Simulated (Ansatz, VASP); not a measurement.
# Two plane-wave programs on Fe

Contents of INCAR:

```
PREC     = Accurate       # precision mode
ENCUT    = 520            # plane-wave cutoff, eV
EDIFF    = 1E-6           # SCF threshold, eV
ISMEAR   = -1             # smearing method
SIGMA    = 0.05           # smearing width, eV
LREAL    = False          # projectors in reciprocal space
LASPH    = True           # aspherical terms in the spheres
NELM     = 150            # most SCF steps
ALGO     = Normal         # electronic algorithm
ISIF     = 2              # what is computed and relaxed
LWAVE    = False          # write WAVECAR
LCHARG   = True           # write CHGCAR
ISPIN    = 2              # spin polarisation
MAGMOM   = 0.012 0.012 -0.445 -0.445 # initial moments
LORBIT   = 11             # projections on sites
LMAXMIX  = 4              # l up to which the mixer works
GGA      = PS             # functional
LELF     = True           # ELF
LVHAR    = True         
NBANDS   = 28             # bands
```

File KPOINTS:

```
Automatic mesh
0
Gamma
  17 17 5
```

The input POSCAR:

```
Fe
1.0
    2.5122714967      0.0000000000      0.0000000000
   -1.2561357484      2.1756909374      0.0000000000
    0.0000000000      0.0000000000      8.0984990292
Fe
4
Direct
    0.0000000000      0.0000000000      0.0000000000
    0.0000000000      1.0000000000      0.5000000000
    0.3333333333      0.6666666667      0.2500000000
    0.6666666667      0.3333333333      0.7500000000
```

Input for Ansatz:

```yaml
crystal:
  lattice:
    - [2.5122714967, 0.0, 0.0]
    - [-1.2561357484, 2.1756909374, 0.0]
    - [0.0, 0.0, 8.0984990292]
  atoms:
    - { symbol: Fe, position: [0.0, 0.0, 0.0], spin: 0.012 }
    - { symbol: Fe, position: [0.0, 1.0, 0.5], spin: 0.012 }
    - { symbol: Fe, position: [0.3333333333, 0.6666666667, 0.25], spin: -0.445 }
    - { symbol: Fe, position: [0.6666666667, 0.3333333333, 0.75], spin: -0.445 }
hamiltonian:
  xc: pbesol
  pseudopotentials:
    kind: paw
    azcp:
      Fe: "pseudopotentials/Fe.paw.azcp"
basis:
  ecutwfc: 420
  fft_grid_basis: typed
kpoints:
  mp_grid: { grid: [17, 17, 5], shift: [0, 0, 0] }
magnetization:
  spin_polarized: true
scf:
  occupations: { method: fermi_dirac, width: 0.05 }
  lower_state_search: "off"
output:
  stress: true
```

Alike in both runs: task single point; functional PBEsol; k mesh 17 × 17 × 5; occupations fermi-dirac, width 0.05 eV; collinear spin.

|  | VASP | Ansatz |
| --- | --- | --- |
| version | VASP 6.6.1 | Ansatz 0.2.0 |
| potentials or method | VASP PAW PBE potentials, release 64 (Fe), cutoff 520 eV | plane waves (420 eV) with PAW, scalar-relativistic |
| valence electrons in the cell | 32 | 64 |

VASP gave:

```
pressure (GPa)                                                : -21.3
traceless stress, the component that is largest in VASP (GPa) : 4.04
net moment per atom (μB)                                      : 0.35
size of the moment on the site where the two differ most (μB) : 0.79
```

What did Ansatz give for the same quantities?

Pressure (GPa): -21.8; traceless stress, the component that is largest in VASP (GPa): 3.90; net moment per atom (μB): 0.35; size of the moment on the site where the two differ most (μB): 0.72.

VASP's potentials were made for PBE, not for PBEsol, and Ansatz warns of the same on its side. Site moments also hang on the region over which each program counts them. VASP's potentials hold 32 valence electrons a cell and Ansatz's 64, so a difference there can come from the potentials and not from the codes.
